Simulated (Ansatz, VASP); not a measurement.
CoO in VASP and in Ansatz

```
Co O
1.0
     1.50547    0.86918    2.43993
    -1.50547    0.86918    2.43993
     0.00000   -1.73837    2.43993
Co O
1 1
Direct
  0.00000 0.00000 0.00000
  0.50000 0.50000 0.50000
```

Alike in both runs: task single point; functional PBE; k mesh 16 × 16 × 16; occupations fermi-dirac, width 0.02 eV; collinear spin.

|  | VASP | Ansatz |
| --- | --- | --- |
| version | VASP 6.6.1 | Ansatz 0.2.0 |
| potentials or method | VASP PAW PBE potentials, release 64 (Co, O), cutoff 520 eV | scalar-relativistic, plane waves, PAW |
| valence electrons in the cell | 15 | 23 |

Ansatz gave:

- pressure (GPa): 0.2
- traceless stress, the component that is largest in VASP (GPa): -0.47
- net moment per atom (μB): 1.48
- size of the moment on the site where the two differ most (μB): 2.51

Estimate VASP's values.

pressure (GPa): -0.5; traceless stress, the component that is largest in VASP (GPa): -0.45; net moment per atom (μB): 1.46; size of the moment on the site where the two differ most (μB): 2.56.

Site moments also hang on the region over which each program counts them. With one functional, cell and mesh, what is left measures potentials, basis and numerics. VASP's potentials hold 15 valence electrons a cell and Ansatz's 23, so a difference there can come from the potentials and not from the codes. Ansatz's warnings: stress scf threshold loose.
